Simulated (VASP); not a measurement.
Crystal: ZnAg2S2.

```
CELL_PARAMETERS angstrom
4.46372 0.00000 0.00000
-2.23186 3.86569 0.00000
0.00000 0.00000 5.54894
ATOMIC_POSITIONS crystal
Zn 0.66667 0.33333 0.00000
Ag 0.66667 0.33333 0.50000
Ag 0.00000 0.00000 0.00000
S 0.33333 0.66667 0.74934
S 0.33333 0.66667 0.25066
```

| Property | Result |
| --- | --- |
| Program | VASP 6.6.1 |
| Task | relaxation of cell and atoms |
| Functional | PBE |
| Potentials or basis | VASP PAW PBE potentials, release 64 (Zn, Ag, S) |
| Cutoff | 600 eV |
| k mesh | 6 × 6 × 4 |
| Occupations | gaussian, width 0.1 eV |
| Spin | no spin polarisation |

At the start: pressure 0.8 GPa; volume 19.15 Å³/atom.

Question: Where does the relaxation end?

Answer: Over 24 steps the energy falls by 12.5 meV/atom and the volume is 19.43 Å³/atom (+1.5 %); space group P-6m2 (No. 187, to 0.05 Å).

Step by step:
| step | energy change (eV) | largest force (eV/Å) | pressure (GPa) | volume (Å³) |
| --- | --- | --- | --- | --- |
| 1 | 0.0000 | 0.2356 | 0.84 | 95.75 |
| 2 | -0.0073 | 0.1606 | -0.19 | 97.14 |
| 3 | -0.0075 | 0.1484 | -0.37 | 97.41 |
| 4 | -0.0107 | 0.1088 | -0.21 | 97.15 |
| 5 | -0.0139 | 0.0398 | 0.05 | 96.70 |
| 6 | -0.0141 | 0.0129 | 0.22 | 96.51 |
| 7 | -0.0182 | 0.0065 | 0.05 | 96.80 |
| 8 | -0.0301 | 0.1300 | -0.41 | 97.65 |
| 9 | -0.0300 | 0.1925 | -0.52 | 97.93 |
| 10 | -0.0304 | 0.1622 | -0.48 | 97.79 |
| 11 | -0.0316 | 0.1837 | -0.46 | 97.79 |
| 12 | -0.0342 | 0.2011 | -0.40 | 97.79 |
| 13 | -0.0449 | 0.0731 | -0.20 | 97.76 |
| 14 | -0.0475 | 0.1663 | 0.25 | 97.60 |
| 15 | -0.0501 | 0.1585 | 0.08 | 97.67 |
| 16 | -0.0503 | 0.1583 | 0.02 | 97.68 |
| 17 | -0.0503 | 0.1572 | -0.01 | 97.69 |
| 18 | -0.0521 | 0.1483 | -0.03 | 97.69 |
| 19 | -0.0563 | 0.0940 | -0.13 | 97.66 |
| 20 | -0.0584 | 0.0137 | -0.22 | 97.61 |
| 21 | -0.0602 | 0.0002 | 0.13 | 97.07 |
| 22 | -0.0604 | 0.0070 | 0.35 | 96.78 |
| 23 | -0.0617 | 0.0244 | 0.24 | 96.97 |
| 24 | -0.0626 | 0.0361 | 0.13 | 97.15 |

Final structure:
```
CELL_PARAMETERS angstrom
4.32009 0.00000 0.00000
-2.16005 3.74131 0.00000
0.00000 0.00000 6.01092
ATOMIC_POSITIONS crystal
Zn 0.66667 0.33333 0.00000
Ag 0.66667 0.33333 0.50000
Ag 0.00000 0.00000 0.00000
S 0.33333 0.66667 0.73087
S 0.33333 0.66667 0.26913
```
